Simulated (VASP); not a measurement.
Runs of VASP 6.6.1 on W. The structure is that of space group Pm-3m (No. 221), or close to it. The cells are those of the table. 

| task | cell | k mesh | cutoff (eV) | gap on the mesh (eV) | pressure (GPa) |
| --- | --- | --- | --- | --- | --- |
| single point | a = 2.748 Å, 1 atom | 13 × 13 × 13 | 520 | none | -18.6 |
| single point | a = 2.574 Å, 1 atom | 13 × 13 × 13 | 520 | none | 20.7 |
| single point | a = 2.536 Å, 1 atom | 13 × 13 × 13 | 520 | none | 35.1 |
| single point | a = 2.715 Å, 1 atom | 13 × 13 × 13 | 520 | none | (a) |
| relaxation of cell and atoms | relaxed from a = 2.577 Å, 1 atom | 12 × 12 × 12 | 600 | none | 0.0 |
| single point | a = 2.647 Å, 1 atom | 12 × 12 × 12 | 520 | none | 0.5 |
| single point | a = 2.647 Å, 1 atom | 19 × 19 × 19 | 520 | none | 1.1 |
| single point | a = 2.647 Å, 1 atom | 13 × 13 × 13 | 520 | none | (b) |

Alike in all rows: level revPBE; potentials or basis VASP PAW PBE potentials, release 64 (W_sv); no spin polarisation; smearing fermi-dirac 0.1 eV.

**Question.** Estimate the missing entries.

**Answer.** (a) -13.7; (b) -0.1.

Caveats: the PAW data sets were made with another functional, which shifts forces and pressure a little; spin-orbit coupling is left out, which moves the levels of the heavy elements.

A k mesh can miss the band edges, and the runs leave out spin-orbit coupling on W.

A gap of «none» marks levels without a gap at the run's occupations.
